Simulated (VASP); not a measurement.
# Lu: single point with PBE

Crystal: Lu.

```xyz
1
Lattice="2.9138 0.0000 0.0000 0.0000 2.9138 0.0000 0.0000 0.0000 2.9138" Properties=species:S:1:pos:R:3 pbc="T T T"
Lu    0.0000    0.0000    0.0000
```

This cell differs from its parent crystal: volume scaled by 0.75.

```yaml
Program: VASP 6.6.1
Task: single point
Functional: PBE
Potentials_or_basis: VASP PAW PBE potentials, release 64 (Lu)
Cutoff: 520 eV
k_mesh: 12 × 12 × 12
Occupations: fermi-dirac, width 0.1 eV
Spin: no spin polarisation
Dipole_correction: no
Further_INCAR_settings: ALGO = Normal; EDIFF = 1e-06; NBANDS = 18
```

- Pressure: 13.4 GPa

Levels at points of the mesh, in eV from the Fermi level:
| k point | band 10 | band 11 | band 12 | band 13 | band 14 | band 15 |
| --- | --- | --- | --- | --- | --- | --- |
| (0.00, 0.00, 0.00) | -5.01 | -5.01 | -4.96 | -0.82 | -0.82 | 7.90 |
| (0.50, 0.00, 0.00) | -4.93 | -4.93 | -2.69 | 0.14 | 0.23 | 3.90 |
| (0.50, 0.50, 0.00) | -4.94 | -4.92 | -2.76 | 0.11 | 4.79 | 4.79 |
| (0.50, 0.50, 0.50) | -4.96 | -4.96 | -0.98 | -0.98 | -0.98 | 6.51 |

It took 19 s on 1 thread of Intel(R) Xeon(R) Platinum 8488C (Sapphire Rapids), on a shared host, peak memory 0.17 GiB.

Caveat: spin-orbit coupling is left out, which moves the levels of the heavy elements.
